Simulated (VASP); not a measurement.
A run of VASP 6.6.1:

INCAR

```
  ALGO = Normal
  EDIFF = 1E-6
  ENCUT = 520
  GGA = PE
  ISIF = 2
  ISMEAR = 0
  LASPH = T
  LCHARG = F
  LREAL = F
  LWAVE = F
  NBANDS = 16
  NELM = 80
  PREC = Accurate
  SIGMA = 0.1
```

File KPOINTS:

```
k-points
0
Gamma
  18 18 18
```

Contents of POSCAR:

```
TiN
1.0
    0.0000000000      2.1233653582      2.1233653582
    2.1233653582      0.0000000000      2.1233653582
    2.1233653582      2.1233653582      0.0000000000
Ti N
1 1
Direct
    0.0000000000      0.0000000000      0.0000000000
    0.5000000000      0.5000000000      0.5000000000
```

Potentials or basis: VASP PAW PBE potentials, release 64 (Ti_sv, N).

Command:

```bash
$ cat potpaw_PBE.64/Ti_sv/POTCAR potpaw_PBE.64/N/POTCAR > POTCAR
$ mpirun -np 1 vasp_std > vasp.out
```

Hardware: 1 thread of Intel Xeon 8259CL, with other jobs on the host.

Q: How long does it take, and how much memory?

A: It took 61 s on 1 thread of Intel Xeon 8259CL, on a shared host, peak memory 0.18 GiB. Counts: scf iterations 15, k points 195.
